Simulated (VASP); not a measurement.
# P in VASP: further runs, part 2 of 2

VASP 6.6.1. The steps go on from the part before.

## Step 4: Single point, PBE+D3(BJ) (layers slid over each other)

INCAR reads:

```
SYSTEM = P
ALGO = Normal
DIPOL = 0.5 0.5 0.370
EDIFF = 1E-6
ENCUT = 520
GGA = PE
IDIPOL = 3
ISIF = 2
ISMEAR = 0
IVDW = 12
LASPH = .TRUE.
LCHARG = .FALSE.
LDIPOL = .TRUE.
LREAL = .FALSE.
LWAVE = .FALSE.
NBANDS = 18
NELM = 100
PREC = Accurate
SIGMA = 0.05
```

KPOINTS reads:

```
k-points
0
G
  9 9 1
  0 0 0
```

POSCAR reads:

```
P
1.0
    3.2540552129      0.0000000000      0.0000000000
   -1.6270276064      2.8180944797      0.0000000000
    0.0000000000      0.0000000000     19.9904919088
P
4
Direct
    0.3333333333      0.6666666667      0.2873989285
    0.6666666667      0.3333333333      0.2251070169
    0.5000000000      1.3333333333      0.5152695569
    0.8333333333      1.0000000000      0.4529776454
```

Potentials or basis: VASP PAW PBE potentials, release 64 (P).

Started as:

```console
$ cat potpaw_PBE.64/P/POTCAR > POTCAR
$ mpirun -np 1 vasp_std > vasp.out
```

OUTCAR:

```text
SYSTEM = P
   EDIFF = 1E-6
   ENCUT = 520
   GGA = PE
   ISIF = 2
   ISMEAR = 0
   IVDW = 12
   LASPH = .TRUE.
   LREAL = .FALSE.
   NELM = 100
   PREC = Accurate
 IVDW          = 12

 ion  position               nearest neighbor table
   1  0.333  0.667  0.287-   2 2.25   2 2.25   2 2.25
   2  0.667  0.333  0.225-   1 2.25   1 2.25   1 2.25
   3  0.500  0.333  0.515-   4 2.25   4 2.25   4 2.25
   4  0.833  0.000  0.453-   3 2.25   3 2.25   3 2.25

  LATTYP: Found a hexagonal cell.
 ALAT       =     3.2540552129
 C/A-ratio  =     6.1432552925

  Lattice vectors:

 A1 = (   3.2540552129,   0.0000000000,   0.0000000000)
 A2 = (  -1.6270276064,   2.8180944797,   0.0000000000)
 A3 = (   0.0000000000,   0.0000000000,  19.9904919088)

Analysis of symmetry for initial positions (statically):
=====================================================================
 Subroutine PRICEL returns:
 Original cell was already a primitive cell.

 Routine SETGRP: Setting up the symmetry group for a
 hexagonal supercell.

 Subroutine GETGRP returns: Found  2 space group operations
 (whereof  1 operations were pure point group operations)
 out of a pool of 24 trial point group operations.

The static configuration has the point symmetry C_1 .
 The point group associated with its full space group is S_2 .

Analysis of symmetry for dynamics (positions and initial velocities):
=====================================================================
 Subroutine PRICEL returns:
 Original cell was already a primitive cell.

 Routine SETGRP: Setting up the symmetry group for a
 hexagonal supercell.

 Subroutine GETGRP returns: Found  2 space group operations
 (whereof  1 operations were pure point group operations)
 out of a pool of 24 trial point group operations.

The dynamic configuration has the point symmetry C_1 .
 The point group associated with its full space group is S_2 .

 Subroutine INISYM returns: Found  2 space group operations
 (whereof  1 operations are pure point group operations),
 and found     1 'primitive' translations

----------------------------------------------------------------------------------------

                                     Primitive cell

  volume of cell :     183.3175

  direct lattice vectors                    reciprocal lattice vectors
     3.254055213  0.000000000  0.000000000     0.307308861  0.177424853  0.000000000
    -1.627027606  2.818094480  0.000000000     0.000000000  0.354849707  0.000000000
     0.000000000  0.000000000 19.990491909     0.000000000  0.000000000  0.050023782

  length of vectors
     3.254055213  3.254055213 19.990491909     0.354849707  0.354849707  0.050023782

  position of ions in fractional coordinates (direct lattice)
     0.333333333  0.666666667  0.287398928
     0.666666667  0.333333333  0.225107017
     0.500000000  0.333333333  0.515269557
     0.833333333  0.000000000  0.452977645

  ion indices of the primitive-cell ions
   primitive index   ion index
                 1           1
                 2           2
                 3           3
                 4           4

----------------------------------------------------------------------------------------

 KPOINTS: k-points

Automatic generation of k-mesh.
[... 47 lines left out ...]
 [... further k-points ...]
   k-points           NKPTS =     41   k-points in BZ     NKDIM =     41   number of bands    NBANDS=     18
   number of dos      NEDOS =    301   number of ions     NIONS =      4
   total plane-waves  NPLWV =  86400
   dimension x,y,z NGX =    24 NGY =   24 NGZ =  150
   dimension x,y,z NGXF=    48 NGYF=   48 NGZF=  300
   ions per type =               4
   NGX,Y,Z   is equivalent  to a cutoff of  12.26, 12.26, 12.47 a.u.
   NGXF,Y,Z  is equivalent  to a cutoff of  24.52, 24.52, 24.95 a.u.
 SYSTEM =  P
   PREC   = accura    normal or accurate (medium, high low for compatibility)
   ISTART =      0    job   : 0-new  1-cont  2-samecut
   ICHARG =      2    charge: 1-file 2-atom 10-const
   ISPIN  =      1    spin polarized calculation?
   LNONCOLLINEAR =      F non collinear calculations
   LSORBIT =      F    spin-orbit coupling
   LASPH  =      T    aspherical Exc in radial PAW
   ENCUT  =  520.0 eV  38.22 Ry    6.18 a.u.   6.05  6.05 37.17*2*pi/ulx,y,z
   NELM   =    100;   NELMIN=  2; NELMDL= -5     # of ELM steps
   EDIFF  = 0.1E-05   stopping-criterion for ELM
   LREAL  =      F    real-space projection
   EDIFFG = 0.1E-04   stopping-criterion for IOM
   NSW    =      0    number of steps for IOM
   IBRION =     -1    ionic relax: 0-MD 1-quasi-New 2-CG
   NFREE  =      0    steps in history (QN), initial steepest desc. (CG)
   ISIF   =      2    stress and relaxation
   ISYM   =      2    0-nonsym 1-usesym 2-fastsym
   POTIM  = 0.5000    time-step for ionic-motion
   TEBEG  =    0.0;   TEEND  =   0.0 temperature during run
   PSTRESS=    0.0 pullay stress
   NELECT =      20.0000    total number of electrons
   NUPDOWN=      -1.0000    fix difference up-down
   EMIN   =  10.00;   EMAX   =-10.00  energy-range for DOS
   EFERMI =   0.00;   METHOD = LEGACY
   ISMEAR =     0;   SIGMA  =   0.05  broadening in eV -4-tet -1-fermi 0-gaus
   EFERMI_NEDOS =   21; number of points for ismear=-14 and -15
   IALGO  =     38    algorithm
   IMIX   =      4    mixing-type and parameters
     AMIX     =   0.40;   BMIX     =  1.00
     AMIX_MAG =   1.60;   BMIX_MAG =  1.00
  volume/ion in A,a.u.               =      45.83       309.27
  Fermi-wavevector in a.u.,A,eV,Ry     =   0.782258  1.478254  8.325787  0.611928
  Thomas-Fermi vector in A             =   1.885945
   LORBIT       =      0    0 simple, 1 ext, 2 COOP (PROOUT), +10 PAW based schemes
   GGA     = PE    functional components
   LHFCALC =     F    Hartree Fock is set to
   AEXX    =    0.0000 exact exchange contribution
   IVDW    =    12    specifies the selected vdW correction
   LEPSILON=     F    determine dielectric tensor
   LRPA    =     F    only Hartree local field effects (RPA)
 non-spin polarized calculation
 Gauss-broadening in eV      SIGMA  =   0.05
  energy-cutoff  :      520.00
  volume of cell :      183.32
 maximum number of plane-waves:      4998
   NGX = 13   NGY = 13   NGZ = 75

 dipolmoment           0.000000      0.000000      0.000002 electrons x Angstroem

 number of electron      19.9999996 magnetization

 dipolmoment           0.000000      0.000000     -0.000000 electrons x Angstroem

 Free energy of the ion-electron system (eV)
  ---------------------------------------------------
  ext. energy  EPLUGINS =         0.00000000
  ---------------------------------------------------
  free energy    TOTEN  =       -21.38510320 eV

  energy without entropy =      -21.38510320  energy(sigma->0) =      -21.38510320

 E-fermi :  -0.5836     XC(G=0):  -4.7659

 val. band max:       -0.8514419021   @ k =  -0.1111   0.2222   0.0000
 cond. band min:       0.3070125107   @ k =  -0.3333   0.3333   0.0000
 fundamental gap:      1.1584544128
 Fermi energy:        -0.5835880359

 k-point     1 :       0.0000    0.0000    0.0000
  band No.  band energies     occupation
      1     -15.6905      2.00000
      2     -15.6140      2.00000
      3      -8.3401      2.00000
      4      -7.6229      2.00000
      5      -2.6091      2.00000
      6      -1.4737      2.00000
[... 481 lines left out ...]
      5      -5.4834      2.00000
      6      -5.0114      2.00000
[... 10 lines left out ...]
     17       5.4532      0.00000
     18       6.2873      0.00000

 [... further k-points ...]

------------------------ aborting loop because EDIFF is reached ----------------------------------------

 vacuum level on the upper side and lower side of the slab       (xc-potential included)        -0.145        -0.145

 Edisp (eV)   -1.06811

 E8    (eV) :    -0.4176

  FORCE on cell =-STRESS in cart. coord.  units (eV):
  Direction    XX          YY          ZZ          XY          YZ          ZX
  --------------------------------------------------------------------------------------
  -------------------------------------------------------------------------------------
  Total      -0.08064    -0.10760    -0.19218     0.11884     0.11729     0.10485
  in kB      -0.70474    -0.94043    -1.67964     1.03863     1.02509     0.91638
  external pressure =       -1.11 kB  Pullay stress =        0.00 kB

 VOLUME and BASIS-vectors are now :
 -----------------------------------------------------------------------------
  energy-cutoff  :      520.00
  volume of cell :      183.32
      direct lattice vectors                 reciprocal lattice vectors
     3.254055213  0.000000000  0.000000000     0.307308861  0.177424853  0.000000000
    -1.627027606  2.818094480  0.000000000     0.000000000  0.354849707  0.000000000
     0.000000000  0.000000000 19.990491909     0.000000000  0.000000000  0.050023782

 POSITION                                       TOTAL-FORCE (eV/Angst)
 -----------------------------------------------------------------------------------
     -0.00000      1.87873      5.74525        -0.018495     -0.017840     -0.142000
      1.62703      0.93936      4.50000        -0.007486     -0.010035      0.109912
      1.08469      0.93936     10.30049         0.007486      0.010035     -0.109912
      2.71171      0.00000      9.05525         0.018495      0.017840      0.142000
 -----------------------------------------------------------------------------------
    total drift:                               -0.000000      0.000000     -0.000005

  FREE ENERGIE OF THE ION-ELECTRON SYSTEM (eV)
  ---------------------------------------------------
  free  energy   TOTEN  =       -22.4532097039 eV

  energy  without entropy=      -22.4532097039  energy(sigma->0) =      -22.45320970

 vacuum level on the upper side and lower side of the slab         4.620         4.620
```

OSZICAR:

```text
N       E                     dE             d eps       ncg     rms          rms(c)
DAV:   1     0.108015229933E+03    0.10802E+03   -0.70916E+03  1476   0.842E+02
DAV:   2    -0.113287019161E+02   -0.11934E+03   -0.11410E+03  2026   0.153E+02
DAV:   3    -0.213690514401E+02   -0.10040E+02   -0.99605E+01  1990   0.495E+01
[... 12 lines left out ...]
DAV:  16    -0.213850854407E+02   -0.30727E-05   -0.17766E-07  1484   0.203E-03    0.287E-03
DAV:  17    -0.213850925108E+02   -0.70701E-05   -0.91569E-08  1240   0.126E-03    0.834E-04
DAV:  18    -0.213850998441E+02   -0.73333E-05   -0.11970E-07  1376   0.104E-03    0.173E-03
DAV:  19    -0.213851028492E+02   -0.30051E-05   -0.66146E-08  1238   0.761E-04    0.563E-04
DAV:  20    -0.213851032028E+02   -0.35354E-06   -0.68369E-09  1134   0.291E-04
   1 F= -.22453210E+02 E0= -.22453210E+02  d E =-.247888E-15
```

stdout:

```text
POSCAR found type information on POSCAR P
 POSCAR found :  1 types and       4 ions
 scaLAPACK will be used
 LDA part: xc-table for (Slater+PW92), standard interpolation
 POSCAR, INCAR and KPOINTS ok, starting setup
 FFT: planning ... GRIDC
 FFT: planning ... GRID_SOFT
 FFT: planning ... GRID
 WAVECAR not read
 entering main loop
```

Run time: 65 s. Hardware: 1 thread of Intel Xeon 6975P-C (Granite Rapids), shared host; peak memory 0.32 GiB.

Results:

```
Free energy                : -22.4532 eV
Largest force              : 0.144 eV/Å
Band gap on the k mesh     : 1.16 eV (least direct gap 1.64 eV)
Dispersion energy per atom : -0.267 eV
```

Forces in eV/Å, atoms in the order of the input:
```
P   -0.018 -0.018 -0.142
P   -0.007 -0.010  0.110
P    0.007  0.010 -0.110
P    0.018  0.018  0.142
```

Caveat: the cell differs from its parent crystal (layers slid over each other).

## Step 5: Overview

| cell | gap on the mesh (eV) | largest force (eV/Å) |
| --- | --- | --- |
| as given, atomic positions A | 1.11 | 0.18 |
| as given, atomic positions B | 1.06 | 0.29 |
| as given, atomic positions C | 1.16 | 0.14 |

Alike in all rows: task single point; level PBE+D3(BJ); potentials or basis VASP PAW PBE potentials, release 64 (P); no spin polarisation; k mesh 9 × 9 × 1; cutoff (eV) 520; smearing gaussian 0.05 eV.

Absolute energies hang on the potentials; compare differences alone.
